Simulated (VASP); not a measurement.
# Al in VASP: notebook

Runs on Al. Level: PBE. Tasks: single point.

Everything below comes from runs of VASP 6.6.1. Logs are shortened: lines on timing, memory, paths and dates and some standing lists are left out, and cuts for length are marked.

## (1) The cell of the first run

The cell holds a slab with vacuum, 9 atoms: a = 2.854 Å, b = 9.806 Å, c = 18.779 Å, α = 90.00°, β = 90.00°, γ = 98.37°.

## (2) Single point, PBE

INCAR

```
SYSTEM = Al
PREC = Accurate
ENCUT = 520
EDIFF = 1E-6
ISMEAR = 0
SIGMA = 0.1
LREAL = .FALSE.
LASPH = .TRUE.
NELM = 80
ALGO = Normal
ISIF = 2
LWAVE = .FALSE.
LCHARG = .TRUE.
LDIPOL = .TRUE.
IDIPOL = 3
DIPOL = 0.5 0.5 0.502
GGA = PE
LELF = .TRUE.
LVHAR = .TRUE.
LVACPOTAV = .TRUE.
ISYM = 0
NBANDS = 24
```

KPOINTS

```
Automatic mesh
0
G
  10 3 1
  0 0 0
```

POSCAR

```
Al
1.0
    2.8535431555      0.0000000000      0.0000000000
   -1.4267715777      9.7014842373      0.0000000000
    0.0000000000      0.0000000000     18.7794426549
Al
9
Direct
    0.5324432082      0.0648864163      0.3727480165
    0.6709612116      0.3419224231      0.4257696763
    0.2986648122      0.5973296244      0.4363740082
    0.9263684129      0.8527368258      0.4469783402
    0.0639544167      0.1277109167      0.5005544853
    0.1995835179      0.4042231279      0.5603607916
    0.8288001060      0.6596656505      0.5687042756
    0.4526153840      0.9110819249      0.5783446026
    0.5924854472      0.1814071990      0.6278338809
```

Potentials or basis: VASP PAW PBE potentials, release 64 (Al).

Launch:

```console
cat potpaw_PBE.64/Al/POTCAR > POTCAR
mpirun -np 1 vasp_std > vasp.out
```

OUTCAR:

```text
SYSTEM = Al
   PREC = Accurate
   ENCUT = 520
   EDIFF = 1E-6
   ISMEAR = 0
   LREAL = .FALSE.
   LASPH = .TRUE.
   NELM = 80
   ISIF = 2
   GGA = PE
   ISYM = 0

 ion  position               nearest neighbor table
   1  0.532  0.065  0.373-   5 2.86   5 2.86   4 2.87   4 2.87   2 2.87
   2  0.671  0.342  0.426-   3 2.87   3 2.87   1 2.87   5 2.89   5 2.89   6 2.96   6 2.97
   3  0.299  0.597  0.436-   2 2.87   2 2.87   4 2.87   4 2.87   7 2.93   7 2.93   6 2.99
   4  0.926  0.853  0.447-   5 2.85   1 2.87   1 2.87   3 2.87   3 2.87   8 2.90   8 2.91   7 2.96

   5  0.064  0.128  0.501-   9 2.83   9 2.83   4 2.85   1 2.86   1 2.86   2 2.89   2 2.89   6 2.91
                             8 2.93   8 2.93
   6  0.200  0.404  0.560-   7 2.86   7 2.87   9 2.88   9 2.89   5 2.91   2 2.96   2 2.97   3 2.99

   7  0.829  0.660  0.569-   8 2.83   8 2.83   6 2.86   6 2.87   3 2.93   3 2.93   4 2.96
   8  0.453  0.911  0.578-   9 2.78   7 2.83   7 2.83   4 2.90   4 2.91   5 2.93   5 2.93
   9  0.592  0.181  0.628-   8 2.78   5 2.83   5 2.83   6 2.88   6 2.89

IMPORTANT INFORMATION: All symmetrisations will be switched off!
NOSYMM: (Re-)initialisation of all symmetry stuff for point group C_1.

----------------------------------------------------------------------------------------

                                     Primitive cell

  volume of cell :     519.8827

  direct lattice vectors                    reciprocal lattice vectors
     2.853543156  0.000000000  0.000000000     0.350441520  0.051538506  0.000000000
    -1.426771578  9.701484237  0.000000000     0.000000000  0.103077011  0.000000000
     0.000000000  0.000000000 18.779442655     0.000000000  0.000000000  0.053249717

  length of vectors
     2.853543156  9.805838747 18.779442655     0.354211062  0.103077011  0.053249717

  position of ions in fractional coordinates (direct lattice)
     0.532443208  0.064886416  0.372748016
     0.670961212  0.341922423  0.425769676
     0.298664812  0.597329624  0.436374008
     0.926368413  0.852736826  0.446978340
     0.063954417  0.127710917  0.500554485
     0.199583518  0.404223128  0.560360792
     0.828800106  0.659665651  0.568704276
     0.452615384  0.911081925  0.578344603
     0.592485447  0.181407199  0.627833881

  ion indices of the primitive-cell ions
   primitive index   ion index
                 1           1
                 2           2
                 3           3
                 4           4
                 5           5
                 6           6
                 7           7
                 8           8
                 9           9

----------------------------------------------------------------------------------------

 KPOINTS: Automatic mesh

Automatic generation of k-mesh.
 Grid dimensions read from file:
 generate k-points for:   10    3    1

 Generating k-lattice:

  Cartesian coordinates                     Fractional coordinates (reciprocal lattice)
     0.035044152  0.005153851  0.000000000     0.100000000  0.000000000  0.000000000
     0.000000000  0.034359004  0.000000000     0.000000000  0.333333333  0.000000000
     0.000000000  0.000000000  0.053249717     0.000000000  0.000000000  1.000000000

  Length of vectors
     0.035421106  0.034359004  0.053249717

  Shift w.r.t. Gamma in fractional coordinates (k-lattice)
     0.000000000  0.000000000  0.000000000

 -----------------------------------------------------------------------------
|                                                                             |
|           W    W    AA    RRRRR   N    N  II  N    N   GGGG   !!!           |
|           W    W   A  A   R    R  NN   N  II  NN   N  G    G  !!!           |
|           W    W  A    A  R    R  N N  N  II  N N  N  G       !!!           |
|           W WW W  AAAAAA  RRRRR   N  N N  II  N  N N  G  GGG   !            |
|           WW  WW  A    A  R   R   N   NN  II  N   NN  G    G                |
|           W    W  A    A  R    R  N    N  II  N    N   GGGG   !!!           |
|                                                                             |
|     Your reciprocal lattice and k-lattice belong to different lattice       |
|     classes:                                                                |
|                                                                             |
|        The reciprocal lattice is base centered orthorhombic,                |
|        whereas your k-lattice is simple monoclinic.                         |
|                                                                             |
|     Results are often still useful ...                                      |
|                                                                             |
 -----------------------------------------------------------------------------

 WARNING: IBZKPT: internal override: KBLOWUP is changed to .FALSE.
      ... skipping the blow-up phase ...

 Subroutine IBZKPT returns following result:
 ===========================================

 Found     16 irreducible k-points:

 Following reciprocal coordinates:
            Coordinates               Weight
  0.000000  0.000000  0.000000      1.000000
  0.100000 -0.000000  0.000000      2.000000
  0.200000 -0.000000  0.000000      2.000000
  0.300000  0.000000  0.000000      2.000000
  0.400000  0.000000  0.000000      2.000000
  0.500000 -0.000000  0.000000      1.000000
[... 8 lines left out ...]
 -0.200000  0.333333  0.000000      2.000000
 -0.100000  0.333333  0.000000      2.000000
   k-points           NKPTS =     16   k-points in BZ     NKDIM =     16   number of bands    NBANDS=     24
   number of dos      NEDOS =    301   number of ions     NIONS =      9
   total plane-waves  NPLWV = 268800
   dimension x,y,z NGX =    24 NGY =   80 NGZ =  140
   dimension x,y,z NGXF=    48 NGYF=  160 NGZF=  280
   ions per type =               9
   NGX,Y,Z   is equivalent  to a cutoff of  13.98, 13.56, 12.39 a.u.
   NGXF,Y,Z  is equivalent  to a cutoff of  27.96, 27.13, 24.79 a.u.
 SYSTEM =  Al
   PREC   = accura    normal or accurate (medium, high low for compatibility)
   ISTART =      0    job   : 0-new  1-cont  2-samecut
   ICHARG =      2    charge: 1-file 2-atom 10-const
   ISPIN  =      1    spin polarized calculation?
   LNONCOLLINEAR =      F non collinear calculations
   LSORBIT =      F    spin-orbit coupling
   LASPH  =      T    aspherical Exc in radial PAW
   ENCUT  =  520.0 eV  38.22 Ry    6.18 a.u.   5.31 18.23 34.92*2*pi/ulx,y,z
   NELM   =     80;   NELMIN=  2; NELMDL= -5     # of ELM steps
   EDIFF  = 0.1E-05   stopping-criterion for ELM
   LREAL  =      F    real-space projection
   EDIFFG = 0.1E-04   stopping-criterion for IOM
   NSW    =      0    number of steps for IOM
   IBRION =     -1    ionic relax: 0-MD 1-quasi-New 2-CG
   NFREE  =      0    steps in history (QN), initial steepest desc. (CG)
   ISIF   =      2    stress and relaxation
   ISYM   =      0    0-nonsym 1-usesym 2-fastsym
   POTIM  = 0.5000    time-step for ionic-motion
   TEBEG  =    0.0;   TEEND  =   0.0 temperature during run
   PSTRESS=    0.0 pullay stress
   NELECT =      27.0000    total number of electrons
   NUPDOWN=      -1.0000    fix difference up-down
   EMIN   =  10.00;   EMAX   =-10.00  energy-range for DOS
   EFERMI =   0.00;   METHOD = LEGACY
   ISMEAR =     0;   SIGMA  =   0.10  broadening in eV -4-tet -1-fermi 0-gaus
   EFERMI_NEDOS =   21; number of points for ismear=-14 and -15
   IALGO  =     38    algorithm
   IMIX   =      4    mixing-type and parameters
     AMIX     =   0.40;   BMIX     =  1.00
     AMIX_MAG =   1.60;   BMIX_MAG =  1.00
  volume/ion in A,a.u.               =      57.76       389.82
  Fermi-wavevector in a.u.,A,eV,Ry     =   0.610793  1.154232  5.075906  0.373069
  Thomas-Fermi vector in A             =   1.666484
   LORBIT       =      0    0 simple, 1 ext, 2 COOP (PROOUT), +10 PAW based schemes
   GGA     = PE    functional components
   LHFCALC =     F    Hartree Fock is set to
   AEXX    =    0.0000 exact exchange contribution
   IVDW    =     0    specifies the selected vdW correction
   LEPSILON=     F    determine dielectric tensor
   LRPA    =     F    only Hartree local field effects (RPA)
 non-spin polarized calculation
 Gauss-broadening in eV      SIGMA  =   0.10
  energy-cutoff  :      520.00
  volume of cell :      519.88
 maximum number of plane-waves:     14042
 NGX is ok and might be reduce to    24

 dipolmoment           0.000000      0.000000      0.000592 electrons x Angstroem

 number of electron      27.0000000 magnetization

 dipolmoment           0.000000      0.000000     -0.001480 electrons x Angstroem

 Free energy of the ion-electron system (eV)
  ---------------------------------------------------
  ext. energy  EPLUGINS =         0.00000000
  ---------------------------------------------------
  free energy    TOTEN  =       -30.62395325 eV

  energy without entropy =      -30.60091006  energy(sigma->0) =      -30.61243166

 E-fermi :  -0.5886     XC(G=0):  -3.9879

 val. band max:       -0.6087708295   @ k =   0.5000   0.3333   0.0000
 cond. band min:      -0.5718404519   @ k =   0.4000   0.0000   0.0000
 fundamental gap:      0.0369303775
 Fermi energy:        -0.5885687659

 k-point     1 :       0.0000    0.0000    0.0000
  band No.  band energies     occupation
      1     -10.6581      2.00000
      2      -9.1171      2.00000
      3      -9.0181      2.00000
      4      -8.3710      2.00000
      5      -6.5594      2.00000
      6      -6.5312      2.00000
[... 16 lines left out ...]
     23       3.4286      0.00000
     24       3.8732      0.00000
[... 382 lines left out ...]
      2      -9.6198      2.00000
      3      -8.1542      2.00000
      4      -7.8909      2.00000
      5      -6.9901      2.00000
      6      -5.9446      2.00000
[... 16 lines left out ...]
     23       3.5321      0.00000
     24       3.8172      0.00000

------------------------ aborting loop because EDIFF is reached ----------------------------------------

  FORCE on cell =-STRESS in cart. coord.  units (eV):
  Direction    XX          YY          ZZ          XY          YZ          ZX
  --------------------------------------------------------------------------------------
  -------------------------------------------------------------------------------------
  Total       -5.8697921     -6.3076047     -0.1045549      0.0364766     -0.2761645      0.0029557
  in kB      -18.0895590    -19.4388123     -0.3222179      0.1124138     -0.8510852      0.0091090
  external PRESSURE =     -12.6168630 kB  Pullay stress =       0.0000000 kB

 VOLUME and BASIS-vectors are now :
 -----------------------------------------------------------------------------
  energy-cutoff  :      520.00
  volume of cell :      519.88
      direct lattice vectors                 reciprocal lattice vectors
     2.853543156  0.000000000  0.000000000     0.350441520  0.051538506  0.000000000
    -1.426771578  9.701484237  0.000000000     0.000000000  0.103077011  0.000000000
     0.000000000  0.000000000 18.779442655     0.000000000  0.000000000  0.053249717

 POSITION                                       TOTAL-FORCE (eV/Angst)
 -----------------------------------------------------------------------------------
      1.42677      0.62949      7.00000        -0.007119      0.156073      0.035205
      1.42677      3.31715      7.99572         0.004152      0.034800      0.062191
      0.00000      5.79498      8.19486         0.000512     -0.072400      0.029443
      1.42677      8.27281      8.39400         0.004685     -0.100584     -0.118379
      0.00028      1.23899      9.40013         0.001194      0.009947     -0.001308
     -0.00721      3.92156     10.52326         0.000865     -0.010900     -0.001429
      1.42382      6.39974     10.67995        -0.003517     -0.009180     -0.003685
     -0.00835      8.83885     10.86099        -0.002607     -0.000880     -0.001176
      1.43186      1.75992     11.79037         0.001835     -0.006875     -0.000862
 -----------------------------------------------------------------------------------
    total drift:                                0.000001     -0.000005     -0.000044

  FREE ENERGIE OF THE ION-ELECTRON SYSTEM (eV)
  ---------------------------------------------------
  free  energy   TOTEN  =       -30.6239532514 eV

  energy  without entropy=      -30.6009100631  energy(sigma->0) =      -30.61243166

 vacuum level on the upper side and lower side of the slab         3.569         3.579
```

Run time: 18 min. Hardware: 1 thread of Intel Xeon 8259CL, shared host; peak memory 0.6 GiB.

Results:

```
Free energy            : -30.6240 eV
Largest force          : 0.160 eV/Å
Band gap on the k mesh : zero (an odd number of electrons rules out a gap without spin polarisation)
```

Forces on the atoms (eV/Å):
```
Al  -0.007  0.156  0.035
Al   0.004  0.035  0.062
Al   0.001 -0.072  0.029
Al   0.005 -0.101 -0.118
Al   0.001  0.010 -0.001
Al   0.001 -0.011 -0.001
Al  -0.004 -0.009 -0.004
Al  -0.003 -0.001 -0.001
Al   0.002 -0.007 -0.001
```

## (3) Single point, PBE

This run uses another cell than the first one: it holds 18 atoms, not 9.

INCAR

```
SYSTEM = Al
PREC = Accurate ; ENCUT = 520
EDIFF = 1E-6 ; ISMEAR = 0
SIGMA = 0.1 ; LREAL = Auto
LASPH = .True. ; NELM = 80
ALGO = Normal ; ISIF = 2
LWAVE = .False. ; LCHARG = .False.
LDIPOL = .True. ; IDIPOL = 3
DIPOL = 0.5 0.5 0.282 ; GGA = PE
NBANDS = 42
```

KPOINTS

```
regular mesh
0
Gamma
  5 3 1
  0 0 0
```

POSCAR

```
Al
1.0
    5.7070863109      0.0000000000      0.0000000000
   -1.4267715777      9.7014842373      0.0000000000
    0.0000000000      0.0000000000     22.7903703632
Al
18
Direct
    0.2662216041      0.0648864163      0.1755127247
    0.7662216041      0.0648864163      0.1755127247
    0.3354806058      0.3419224231      0.2192029853
    0.8354806058      0.3419224231      0.2192029853
    0.1493324061      0.5973296244      0.2279410374
    0.6493324061      0.5973296244      0.2279410374
    0.4631842064      0.8527368258      0.2366790895
    0.9631842064      0.8527368258      0.2366790895
    0.0319772084      0.1277109167      0.2808262503
    0.5319772084      0.1277109167      0.2808262503
    0.0997917590      0.4042231279      0.3301071124
    0.5997917590      0.4042231279      0.3301071124
    0.4144000530      0.6596656505      0.3369822082
    0.9144000530      0.6596656505      0.3369822082
    0.2263076920      0.9110819249      0.3449259127
    0.7263076920      0.9110819249      0.3449259127
    0.2962427236      0.1814071990      0.3857054635
    0.7962427236      0.1814071990      0.3857054635
```

Potentials or basis: VASP PAW PBE potentials, release 64 (Al).

Launch:

```console
cat potpaw_PBE.64/Al/POTCAR > POTCAR
mpirun -np 1 vasp_std > vasp.out
```

Run time: 53 min. Hardware: 1 thread of Intel Xeon 8259CL, shared host; peak memory 1.2 GiB.

Results (log left out):

| Item | Value |
| --- | --- |
| Free energy | -61.2520 eV |
| Largest force | 0.159 eV/Å |
| Band gap on the k mesh | zero (bands 27 and 28 overlap by 0.73 eV) |

Forces in eV/Å, atoms in the order of the input:
```
Al  -0.006  0.156  0.034
Al  -0.006  0.156  0.034
Al   0.006  0.035  0.062
Al   0.006  0.035  0.062
Al  -0.001 -0.073  0.030
Al  -0.001 -0.073  0.030
Al   0.002 -0.100 -0.119
Al   0.002 -0.100 -0.119
Al   0.000  0.009 -0.002
Al   0.000  0.009 -0.002
Al   0.004 -0.011 -0.001
Al   0.004 -0.011 -0.001
Al  -0.004 -0.009 -0.004
Al  -0.004 -0.009 -0.004
Al  -0.003  0.000  0.001
Al  -0.003  0.000  0.001
Al   0.002 -0.006 -0.001
Al   0.002 -0.006 -0.001
```

Levels at points of the mesh, in eV from the Fermi level:
```
           k point  band 24  band 25  band 26  band 27  band 28  band 29  band 30  band 31
(0.00, 0.00, 0.00)    -1.12    -1.08    -0.94    -0.63    -0.58    -0.27     0.11     0.90
```

The gap in the log of VASP goes by the Fermi energy; the results here count the filled bands.